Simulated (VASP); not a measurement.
# Sc2Al (P6_3/mmc) in VASP: further runs, part 2 of 2

VASP 6.6.1. Earlier steps stand in the parts before.

### Step 3. Single point, r2SCAN

POSCAR reads:

```
Sc2Al
1.0
    4.8926114005      0.0000000000      0.0000000000
   -2.4463057002      4.2371257637      0.0000000000
    0.0000000000      0.0000000000      6.1614205700
Sc Al
4 2
Direct
    0.0000000000      0.0000000000      0.0000000000
    0.0000000000      0.0000000000      0.5000000000
    0.3333333333      0.6666666667      0.7500000000
    0.6666666667      0.3333333333      0.2500000000
    0.3333333333      0.6666666667      0.2500000000
    0.6666666667      0.3333333333      0.7500000000
```

INCAR.step1 reads:

```
PREC = Accurate
ENCUT = 520
ISMEAR = 0
SIGMA = 0.01
LREAL = F
LASPH = T
NELM = 80
NBANDS = 34
GGA = PE
ALGO = Normal
EDIFF = 1E-4
LWAVE = T
LCHARG = F
```

INCAR.step2 reads:

```
PREC = Accurate
ENCUT = 520
EDIFF = 1E-7
ISMEAR = 0
SIGMA = 0.01
LREAL = F
LASPH = T
NELM = 80
ALGO = Normal
ISIF = 2
LWAVE = F
LCHARG = T
METAGGA = R2SCAN
LMIXTAU = T
LELF = T
LVHAR = T
NBANDS = 34
ISTART = 1
```

KPOINTS reads:

```
regular mesh
0
Gamma
  12 12 6
```

Potentials or basis: VASP PAW PBE potentials, release 64 (Sc_sv, Al).

On the command line:

```sh
cat potpaw_PBE.64/Sc_sv/POTCAR potpaw_PBE.64/Al/POTCAR > POTCAR
cp INCAR.step1 INCAR
mpirun -np 1 vasp_std > vasp.out
cp INCAR.step2 INCAR
mpirun -np 1 vasp_std > vasp.out
```

OUTCAR:

```text
PREC = Accurate
   ENCUT = 520
   EDIFF = 1E-7
   ISMEAR = 0
   LREAL = F
   LASPH = T
   NELM = 80
   ISIF = 2
   METAGGA = R2SCAN
   ISTART = 1

 ion  position               nearest neighbor table
   1  0.000  0.000  0.000-   2 3.08   2 3.08   4 3.22   5 3.22   6 3.22   3 3.22   3 3.22   5 3.22
                             4 3.22   6 3.22   4 3.22   6 3.22   3 3.22   5 3.22
   2  0.000  0.000  0.500-   1 3.08   1 3.08   4 3.22   5 3.22   6 3.22   3 3.22   3 3.22   5 3.22
                             4 3.22   6 3.22   4 3.22   6 3.22   3 3.22   5 3.22
   3  0.333  0.667  0.750-   6 2.82   6 2.82   6 2.82   5 3.08   5 3.08   1 3.22   2 3.22   2 3.22
                             1 3.22   2 3.22   1 3.22
   4  0.667  0.333  0.250-   5 2.82   5 2.82   5 2.82   6 3.08   6 3.08   1 3.22   2 3.22   1 3.22
                             2 3.22   1 3.22   2 3.22
   5  0.333  0.667  0.250-   4 2.82   4 2.82   4 2.82   3 3.08   3 3.08   1 3.22   2 3.22   2 3.22
                             1 3.22   2 3.22   1 3.22
   6  0.667  0.333  0.750-   3 2.82   3 2.82   3 2.82   4 3.08   4 3.08   1 3.22   2 3.22   1 3.22
                             2 3.22   1 3.22   2 3.22

  LATTYP: Found a hexagonal cell.
 ALAT       =     4.8926114005
 C/A-ratio  =     1.2593316872

  Lattice vectors:

 A1 = (   4.8926114005,   0.0000000000,   0.0000000000)
 A2 = (  -2.4463057002,   4.2371257637,   0.0000000000)
 A3 = (   0.0000000000,   0.0000000000,   6.1614205700)

Analysis of symmetry for initial positions (statically):
=====================================================================
 Subroutine PRICEL returns:
 Original cell was already a primitive cell.

 Routine SETGRP: Setting up the symmetry group for a
 hexagonal supercell.

 Subroutine GETGRP returns: Found 24 space group operations
 (whereof 12 operations were pure point group operations)
 out of a pool of 24 trial point group operations.

The static configuration has the point symmetry D_3d.
 The point group associated with its full space group is D_6h.

Analysis of symmetry for dynamics (positions and initial velocities):
[... 140 lines left out ...]
     AMIX_MAG =   1.60;   BMIX_MAG =  1.00
  volume/ion in A,a.u.               =      21.29       143.66
  Fermi-wavevector in a.u.,A,eV,Ry     =   1.197569  2.263077 19.513086  1.434171
  Thomas-Fermi vector in A             =   2.333480
   LORBIT       =      0    0 simple, 1 ext, 2 COOP (PROOUT), +10 PAW based schemes
   METAGGA = R2SCAN    functional components
   LHFCALC =     F    Hartree Fock is set to
   AEXX    =    0.0000 exact exchange contribution
   IVDW    =     0    specifies the selected vdW correction
   LEPSILON=     F    determine dielectric tensor
   LRPA    =     F    only Hartree local field effects (RPA)
 non-spin polarized calculation
 Gauss-broadening in eV      SIGMA  =   0.01
  energy-cutoff  :      520.00
  volume of cell :      127.73
 maximum number of plane-waves:      3455
   NGX = 19   NGY = 19   NGZ = 23

 number of electron      50.0000002 magnetization

 Free energy of the ion-electron system (eV)
  ---------------------------------------------------
  ext. energy  EPLUGINS =         0.00000000
  ---------------------------------------------------
  free energy    TOTEN  =       -61.24796025 eV

  energy without entropy =      -61.24752110  energy(sigma->0) =      -61.24774067

 E-fermi :   4.9520     XC(G=0): -10.7829

 val. band max:        4.9479770069   @ k =   0.1667  -0.0000   0.0000
 cond. band min:       4.9521564703   @ k =   0.3333   0.2500   0.1667
 fundamental gap:      0.0041794634
 Fermi energy:         4.9519858270

 k-point     1 :       0.0000    0.0000    0.0000
  band No.  band energies     occupation
      1     -46.7525      2.00000
      2     -46.7023      2.00000
      3     -46.6838      2.00000
      4     -46.6767      2.00000
      5     -24.5402      2.00000
      6     -24.5181      2.00000
[... 877 lines left out ...]
     33       7.0597      0.00000
     34       7.4784      0.00000

 [... further k-points ...]
[... 5 lines left out ...]
  --------------------------------------------------------------------------------------
  -------------------------------------------------------------------------------------
  Total        0.0467338      0.0467338      0.0607586      0.0000000      0.0000000      0.0000000
  in kB        0.5862038      0.5862038      0.7621230      0.0000000      0.0000000      0.0000000
  external PRESSURE =       0.6448435 kB  Pullay stress =       0.0000000 kB

 VOLUME and BASIS-vectors are now :
 -----------------------------------------------------------------------------
  energy-cutoff  :      520.00
  volume of cell :      127.73
      direct lattice vectors                 reciprocal lattice vectors
     4.892611400  0.000000000  0.000000000     0.204389827  0.118004522  0.000000000
    -2.446305700  4.237125764  0.000000000     0.000000000  0.236009044  0.000000000
     0.000000000  0.000000000  6.161420570     0.000000000  0.000000000  0.162300234

 POSITION                                       TOTAL-FORCE (eV/Angst)
 -----------------------------------------------------------------------------------
      0.00000      0.00000      0.00000         0.000000      0.000000      0.000000
      0.00000      0.00000      3.08071         0.000000      0.000000      0.000000
     -0.00000      2.82475      4.62107        -0.000000     -0.000000      0.000000
      2.44631      1.41238      1.54036         0.000000     -0.000000      0.000000
     -0.00000      2.82475      1.54036         0.000000      0.000000      0.000000
      2.44631      1.41238      4.62107        -0.000000     -0.000000      0.000000
 -----------------------------------------------------------------------------------
    total drift:                               -0.000000      0.000000     -0.000000

  FREE ENERGIE OF THE ION-ELECTRON SYSTEM (eV)
  ---------------------------------------------------
  free  energy   TOTEN  =       -61.2479602528 eV

  energy  without entropy=      -61.2475210952  energy(sigma->0) =      -61.24774067
```

OUTCAR.step1:

```text
PREC = Accurate
   ENCUT = 520
   ISMEAR = 0
   LREAL = F
[... 1133 lines left out ...]
     -0.00000      2.82475      4.62107         0.000000     -0.000000      0.000000
      2.44631      1.41238      1.54036        -0.000000      0.000000     -0.000000
     -0.00000      2.82475      1.54036         0.000000     -0.000000      0.000000
      2.44631      1.41238      4.62107        -0.000000      0.000000      0.000000
 -----------------------------------------------------------------------------------
    total drift:                               -0.000000      0.000000     -0.000000

  FREE ENERGIE OF THE ION-ELECTRON SYSTEM (eV)
  ---------------------------------------------------
  free  energy   TOTEN  =       -34.5862928923 eV

  energy  without entropy=      -34.5859243188  energy(sigma->0) =      -34.58610861
```

Run time: 17 min. Hardware: 1 thread of Intel Xeon Platinum 8259CL at 2.50GHz (Skylake/Cascade Lake), shared host; peak memory 0.43 GiB.

Results:

* Free energy: -61.2480 eV
* Pressure: 0.1 GPa
* Band gap on the k mesh: zero (bands 25 and 26 overlap by 0.73 eV)

Caveat: the PAW data sets were made with another functional, which shifts forces and pressure a little.
